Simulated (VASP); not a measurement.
# SnH5 (P4/mmm) in VASP: relaxation of cell and atoms with PBE

Aim: the relaxation of cell and atoms of SnH5 with PBE.

Everything below comes from runs of VASP 6.6.1. Logs are shortened: lines on timing, memory, paths and dates and some standing lists are left out, and cuts for length are marked.

## Step 1: The cell of the first run

Symmetry: P4/mmm, No. 123, tetragonal system. Conventional cell: a = 3.172 Å, b = 3.172 Å, c = 5.518 Å, α = 90.00°, β = 90.00°, γ = 90.00°. Sn (site symmetry 4/mmm) has 12 H at 2.37 to 3.15 Å and 4 Sn at 3.17 Å within 3.2 Å. Within 1.1 Å of H (site symmetry 4mm) lie 1 H at 0.77 Å. Within 1.3 Å of H (site symmetry 4mm) lie 1 H at 0.97 Å. Within 1.3 Å of H (site symmetry 4/mmm) lie 2 H at 0.97 Å.

The cell was generated, and may not be a known phase.

## Step 2: Relaxation of cell and atoms, PBE

The input, INCAR:

```
SYSTEM = SnH5
  PREC = Accurate
  ENCUT = 600
  EDIFF = 1E-6
  ISMEAR = 0
  SIGMA = 0.1
  LREAL = .FALSE.
  LASPH = .TRUE.
  NELM = 100
  ALGO = Normal
  ISIF = 3
  LWAVE = .FALSE.
  LCHARG = .FALSE.
  GGA = PE
  IBRION = 2
  NSW = 100
  EDIFFG = -0.01
```

The input, KPOINTS:

```
regular mesh
0
G
  12 12 8
  0 0 0
```

The input, POSCAR:

```
SnH5
1.0
    3.1723049529      0.0000000000      0.0000000000
    0.0000000000      3.1723049529      0.0000000000
    0.0000000000      0.0000000000      5.5175123817
Sn H
1 5
Direct
    0.5000000000      0.5000000000      0.0000000000
    0.5000000000      0.5000000000      0.4299462947
    0.5000000000      0.5000000000      0.5700537053
    0.0000000000      0.0000000000      0.3239468682
    0.0000000000      0.0000000000      0.6760531318
    0.0000000000      0.0000000000      0.5000000000
```

Potentials or basis: VASP PAW PBE potentials, release 64 (Sn_d, H).

Launch:

```bash
> cat potpaw_PBE.64/Sn_d/POTCAR potpaw_PBE.64/H/POTCAR > POTCAR
> mpirun -np 1 vasp_std > vasp.out
```

OUTCAR:

```text
SYSTEM = SnH5
   PREC = Accurate
   ENCUT = 600
   EDIFF = 1E-6
   ISMEAR = 0
   LREAL = .FALSE.
   LASPH = .TRUE.
   NELM = 100
   ISIF = 3
   GGA = PE
   IBRION = 2
   NSW = 100
   EDIFFG = -0.01

 ion  position               nearest neighbor table
   1  0.500  0.500  0.000-
   2  0.500  0.500  0.430-   3 0.77
   3  0.500  0.500  0.570-   2 0.77
   4  0.000  0.000  0.324-
   5  0.000  0.000  0.676-
   6  0.000  0.000  0.500-

  LATTYP: Found a simple tetragonal cell.
 ALAT       =     3.1723049529
 C/A-ratio  =     1.7392755311

  Lattice vectors:

 A1 = (   3.1723049529,   0.0000000000,   0.0000000000)
 A2 = (   0.0000000000,   3.1723049529,   0.0000000000)
 A3 = (   0.0000000000,   0.0000000000,   5.5175123817)

Analysis of symmetry for initial positions (statically):
=====================================================================
 Subroutine PRICEL returns:
 Original cell was already a primitive cell.

 Routine SETGRP: Setting up the symmetry group for a
 simple tetragonal supercell.

 Subroutine GETGRP returns: Found 16 space group operations
 (whereof 16 operations were pure point group operations)
 out of a pool of 16 trial point group operations.

The static configuration has the point symmetry D_4h.

Analysis of symmetry for dynamics (positions and initial velocities):
=====================================================================
 Subroutine PRICEL returns:
 Original cell was already a primitive cell.

 Routine SETGRP: Setting up the symmetry group for a
 simple tetragonal supercell.

 Subroutine GETGRP returns: Found 16 space group operations
 (whereof 16 operations were pure point group operations)
 out of a pool of 16 trial point group operations.

The dynamic configuration has the point symmetry D_4h.

 Subroutine INISYM returns: Found 16 space group operations
 (whereof 16 operations are pure point group operations),
 and found     1 'primitive' translations

----------------------------------------------------------------------------------------

                                     Primitive cell

  volume of cell :      55.5256

  direct lattice vectors                    reciprocal lattice vectors
     3.172304953  0.000000000  0.000000000     0.315228206  0.000000000  0.000000000
     0.000000000  3.172304953  0.000000000     0.000000000  0.315228206  0.000000000
     0.000000000  0.000000000  5.517512382     0.000000000  0.000000000  0.181241098

  length of vectors
     3.172304953  3.172304953  5.517512382     0.315228206  0.315228206  0.181241098

  position of ions in fractional coordinates (direct lattice)
     0.500000000  0.500000000  0.000000000
     0.500000000  0.500000000  0.429946295
     0.500000000  0.500000000  0.570053705
     0.000000000  0.000000000  0.323946868
     0.000000000  0.000000000  0.676053132
     0.000000000  0.000000000  0.500000000

  ion indices of the primitive-cell ions
   primitive index   ion index
                 1           1
                 2           2
                 3           3
                 4           4
                 5           5
                 6           6

----------------------------------------------------------------------------------------

 KPOINTS: regular mesh

Automatic generation of k-mesh.
 Grid dimensions read from file:
 generate k-points for:   12   12    8

 Generating k-lattice:

  Cartesian coordinates                     Fractional coordinates (reciprocal lattice)
     0.026269017  0.000000000  0.000000000     0.083333333  0.000000000  0.000000000
     0.000000000  0.026269017  0.000000000     0.000000000  0.083333333  0.000000000
     0.000000000  0.000000000  0.022655137     0.000000000  0.000000000  0.125000000

  Length of vectors
     0.026269017  0.026269017  0.022655137

  Shift w.r.t. Gamma in fractional coordinates (k-lattice)
     0.000000000  0.000000000  0.000000000

 Subroutine IBZKPT returns following result:
 ===========================================

 Found    140 irreducible k-points:

 Following reciprocal coordinates:
            Coordinates               Weight
  0.000000  0.000000  0.000000      1.000000
  0.083333  0.000000  0.000000      4.000000
  0.166667  0.000000  0.000000      4.000000
  0.250000  0.000000  0.000000      4.000000
  0.333333  0.000000  0.000000      4.000000
  0.416667  0.000000  0.000000      4.000000
[... 16 lines left out ...]
  0.333333  0.333333  0.000000      4.000000
  0.416667  0.333333  0.000000      8.000000
 [... further k-points ...]
   k-points           NKPTS =    140   k-points in BZ     NKDIM =    140   number of bands    NBANDS=     13
   number of dos      NEDOS =    301   number of ions     NIONS =      6
   total plane-waves  NPLWV =  37632
   dimension x,y,z NGX =    28 NGY =   28 NGZ =   48
   dimension x,y,z NGXF=    56 NGYF=   56 NGZF=   96
   ions per type =               1   5
   NGX,Y,Z   is equivalent  to a cutoff of  14.67, 14.67, 14.46 a.u.
   NGXF,Y,Z  is equivalent  to a cutoff of  29.35, 29.35, 28.93 a.u.
 SYSTEM =  SnH5
   PREC   = accura    normal or accurate (medium, high low for compatibility)
   ISTART =      0    job   : 0-new  1-cont  2-samecut
   ICHARG =      2    charge: 1-file 2-atom 10-const
   ISPIN  =      1    spin polarized calculation?
   LNONCOLLINEAR =      F non collinear calculations
   LSORBIT =      F    spin-orbit coupling
   LASPH  =      T    aspherical Exc in radial PAW
   ENCUT  =  600.0 eV  44.10 Ry    6.64 a.u.   6.34  6.34 11.02*2*pi/ulx,y,z
   NELM   =    100;   NELMIN=  2; NELMDL= -5     # of ELM steps
   EDIFF  = 0.1E-05   stopping-criterion for ELM
   LREAL  =      F    real-space projection
   EDIFFG = -.1E-01   stopping-criterion for IOM
   NSW    =    100    number of steps for IOM
   IBRION =      2    ionic relax: 0-MD 1-quasi-New 2-CG
   NFREE  =      1    steps in history (QN), initial steepest desc. (CG)
   ISIF   =      3    stress and relaxation
   ISYM   =      2    0-nonsym 1-usesym 2-fastsym
   POTIM  = 0.5000    time-step for ionic-motion
   TEBEG  =    0.0;   TEEND  =   0.0 temperature during run
   PSTRESS=    0.0 pullay stress
   NELECT =      19.0000    total number of electrons
   NUPDOWN=      -1.0000    fix difference up-down
   EMIN   =  10.00;   EMAX   =-10.00  energy-range for DOS
   EFERMI =   0.00;   METHOD = LEGACY
   ISMEAR =     0;   SIGMA  =   0.10  broadening in eV -4-tet -1-fermi 0-gaus
   EFERMI_NEDOS =   21; number of points for ismear=-14 and -15
   IALGO  =     38    algorithm
   IMIX   =      4    mixing-type and parameters
     AMIX     =   0.40;   BMIX     =  1.00
     AMIX_MAG =   1.60;   BMIX_MAG =  1.00
  volume/ion in A,a.u.               =       9.25        62.45
  Fermi-wavevector in a.u.,A,eV,Ry     =   1.145060  2.163850 17.839453  1.311163
  Thomas-Fermi vector in A             =   2.281750
   LORBIT       =      0    0 simple, 1 ext, 2 COOP (PROOUT), +10 PAW based schemes
   GGA     = PE    functional components
   LHFCALC =     F    Hartree Fock is set to
   AEXX    =    0.0000 exact exchange contribution
   IVDW    =     0    specifies the selected vdW correction
   LEPSILON=     F    determine dielectric tensor
   LRPA    =     F    only Hartree local field effects (RPA)
 conjugate gradient relaxation of ions
 non-spin polarized calculation
 Gauss-broadening in eV      SIGMA  =   0.10
  energy-cutoff  :      600.00
  volume of cell :       55.53
 maximum number of plane-waves:      1874
 NGX is ok and might be reduce to    28
   NGX = 13   NGY = 13   NGZ = 23

--------------------------------------- Ionic step        1  -------------------------------------------

 number of electron      19.0000007 magnetization

 Free energy of the ion-electron system (eV)
  ---------------------------------------------------
  ext. energy  EPLUGINS =         0.00000000
  ---------------------------------------------------
  free energy    TOTEN  =       -18.44422384 eV

  energy without entropy =      -18.44216963  energy(sigma->0) =      -18.44319673

------------------------ aborting loop because EDIFF is reached ----------------------------------------

  FORCE on cell =-STRESS in cart. coord.  units (eV):
  Direction    XX          YY          ZZ          XY          YZ          ZX
  --------------------------------------------------------------------------------------
  -------------------------------------------------------------------------------------
  Total       -0.0483422     -0.0483422      0.1425271      0.0000000     -0.0000000      0.0000000
  in kB       -1.3949024     -1.3949024      4.1125845      0.0000000     -0.0000000      0.0000000
  external PRESSURE =       0.4409266 kB  Pullay stress =       0.0000000 kB
[... 305 lines left out ...]
  energy  without entropy=      -18.4430847819  energy(sigma->0) =      -18.44402125

--------------------------------------- Ionic step        9  -------------------------------------------

 number of electron      19.0000006 magnetization

 Free energy of the ion-electron system (eV)
  ---------------------------------------------------
  ext. energy  EPLUGINS =         0.00000000
  ---------------------------------------------------
  free energy    TOTEN  =       -18.44496506 eV

  energy without entropy =      -18.44310217  energy(sigma->0) =      -18.44403362

 E-fermi :   3.4019     XC(G=0):  -9.1213

 val. band max:        3.3394389020   @ k =   0.4167   0.3333   0.5000
 cond. band min:       3.4099721945   @ k =   0.5000   0.3333   0.2500
 fundamental gap:      0.0705332924
 Fermi energy:         3.4019015945

 k-point     1 :       0.0000    0.0000    0.0000
  band No.  band energies     occupation
      1     -18.4493      2.00000
      2     -18.4426      2.00000
      3     -18.2870      2.00000
      4     -18.2870      2.00000
      5     -18.1589      2.00000
      6      -7.6270      2.00000
      7      -4.0063      2.00000
      8      -1.1105      2.00000
      9      -0.8052      2.00000
     10       7.2248      0.00000
     11       8.6956      0.00000
     12       8.6956      0.00000
     13      12.2397      0.00000
[... 353 lines left out ...]
 k-point    24 :       0.4167    0.3333    0.0000
  band No.  band energies     occupation
      1     -18.3587      2.00000
      2     -18.3417      2.00000
      3     -18.3358      2.00000
      4     -18.2979      2.00000
      5     -18.1293      2.00000
      6      -4.3838      2.00000
      7      -3.3001      2.00000
      8      -0.8691      2.00000
      9       2.0943      2.00000
     10       2.2864      2.00000
     11       4.1581      0.00000
     12       4.3221      0.00000
     13       8.1901      0.00000

 [... further k-points ...]
[... 5 lines left out ...]
  --------------------------------------------------------------------------------------
  -------------------------------------------------------------------------------------
  Total       -0.0036412     -0.0036412      0.0348619      0.0000000      0.0000000      0.0000000
  in kB       -0.1048126     -0.1048126      1.0035016      0.0000000      0.0000000      0.0000000
  external PRESSURE =       0.2646255 kB  Pullay stress =       0.0000000 kB
[... 21 lines left out ...]
  FREE ENERGIE OF THE ION-ELECTRON SYSTEM (eV)
  ---------------------------------------------------
  free  energy   TOTEN  =       -18.4449650611 eV

  energy  without entropy=      -18.4431021699  energy(sigma->0) =      -18.44403362

 reached required accuracy - stopping structural energy minimisation
```

Run time: 4 min. Hardware: 1 thread of AMD EPYC 9R45 (Zen 5), shared host; peak memory 0.26 GiB.

What came out:

- Free energy: -18.4450 eV
- Relaxed volume: 9.28 Å³/atom
- Relaxed cell: a = 3.169 Å, b = 3.169 Å, c = 5.544 Å, α = 90.00°, β = 90.00°, γ = 90.00°
- Space group after relaxing (to 0.1 Å): P4/mmm (No. 123)
- Energy gained by relaxing: 0.1 meV/atom
- Ionic steps: 9
- Pressure after relaxing: 0.0 GPa
- Largest force after relaxing: 0.004 eV/Å
- Band gap on the k mesh: zero (an odd number of electrons rules out a gap without spin polarisation)

Forces in eV/Å, atoms in the order of the input:
```
Sn   0.000  0.000  0.000
H    0.000  0.000 -0.004
H    0.000  0.000  0.004
H    0.000  0.000 -0.004
H    0.000  0.000  0.004
H    0.000  0.000  0.000
```

The path:
```tsv
step	energy change (eV)	largest force (eV/Å)	pressure (GPa)	volume (Å³)
1	0.0000	0.0887	0.04	55.53
2	-0.0002	0.1166	0.18	55.55
3	-0.0003	0.0352	0.16	55.54
4	-0.0006	0.0260	-0.01	55.61
5	-0.0006	0.0265	0.01	55.61
6	-0.0006	0.0199	-0.02	55.63
7	-0.0007	0.0380	-0.01	55.65
8	-0.0007	0.0137	0.01	55.66
9	-0.0007	0.0040	0.03	55.66
```

Final structure:
```
Sn H
1.0
     3.16866    0.00000    0.00000
     0.00000    3.16866    0.00000
     0.00000    0.00000    5.54358
Sn H
1 5
Direct
  0.50000 0.50000 0.00000
  0.50000 0.50000 0.43063
  0.50000 0.50000 0.56937
  0.00000 0.00000 0.32437
  0.00000 0.00000 0.67563
  0.00000 0.00000 0.50000
```

Caveat: spin-orbit coupling is left out, which moves the levels of the heavy elements.

The gap in the log of VASP goes by the Fermi energy; the results here count the filled bands.